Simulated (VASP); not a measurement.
CuAu:

```xyz
2
Lattice="1.4431 0.8331 4.2562 -1.4431 0.8331 4.2562 0.0000 -1.6663 4.2562" Properties=species:S:1:pos:R:3 pbc="T T T"
Au    0.0000    0.0000    0.0000
Cu    0.0000    0.0000    6.3843
```

Base run:

* Program: VASP 6.6.1
* Functional: PBEsol
* Potentials or basis: VASP PAW PBE potentials, release 64 (Au, Cu)
* Cutoff: 520 eV
* k mesh: 11 × 11 × 11
* Occupations: fermi-dirac, width 0.05 eV
* Spin: no spin polarisation

Its results: band gap on the k mesh zero (band 11 reaches 9.88 eV, above the bottom of band 12 at 5.73 eV); pressure -8.0 GPa.

Problem. After a change of settings the same cell gave: band gap on the k mesh zero (band 11 reaches 10.09 eV, above the bottom of band 12 at 5.67 eV); pressure -4.4 GPa. Which change was it?
A. further incar settings from ALGO = Normal; EDIFF = 1e-06; NBANDS = 18 to ALGO = Fast; EDIFF = 1e-06; NBANDS = 18
B. functional from PBEsol to PBE
C. functional from PBEsol to LDA; potentials or basis from VASP PAW PBE potentials, release 64 (Au, Cu) to VASP PAW LDA potentials, release 64 (Au, Cu)
D. functional from PBEsol to r2SCAN; further incar settings from ALGO = Normal; EDIFF = 1e-06; NBANDS = 18 to ALGO = Normal; EDIFF = 1e-07; NBANDS = 18

Solution. D.

Caveats: the PAW data sets were made with another functional, which shifts forces and pressure a little; spin-orbit coupling is left out, which moves the levels of the heavy elements.
